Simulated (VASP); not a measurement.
Cs, 1 atom in the cell. It takes space group I4/mmm (No. 139, tetragonal). Conventional cell: a = 5.539 Å, b = 5.539 Å, c = 7.200 Å, α = 90.00°, β = 90.00°, γ = 90.00°.  This cell differs from its parent crystal: ratio of the length along z to the lengths across it x 1.3, volume and fractional coordinates fixed.

| Quantity | Value |
| --- | --- |
| Program | VASP 6.6.1 |
| Task | single point |
| Functional | PBE |
| Potentials or basis | VASP PAW PBE potentials, release 64 (Cs_sv) |
| Cutoff | 520 eV |
| k mesh | 12 × 12 × 12 |
| Occupations | gaussian, width 0.15 eV |
| Spin | no spin polarisation |
| Dipole correction | no |
| Further INCAR settings | ALGO = Fast; EDIFF = 1e-06; NBANDS = 10 |

Potentials or basis: VASP PAW PBE potentials, release 64 (Cs_sv).

The run is started by

```console
$ cat potpaw_PBE.64/Cs_sv/POTCAR > POTCAR
$ mpirun -np 1 vasp_std > vasp.out
```

Hardware: 1 thread of AMD EPYC 9R45 96-Core Processor (Zen 5) (shared host).

Problem. Estimate the wall time of this run.

Solution. Run time: 74 s on 1 thread of AMD EPYC 9R45 96-Core Processor (Zen 5), on a shared host, peak memory 0.32 GiB. Counts: scf iterations 10, k points 163.
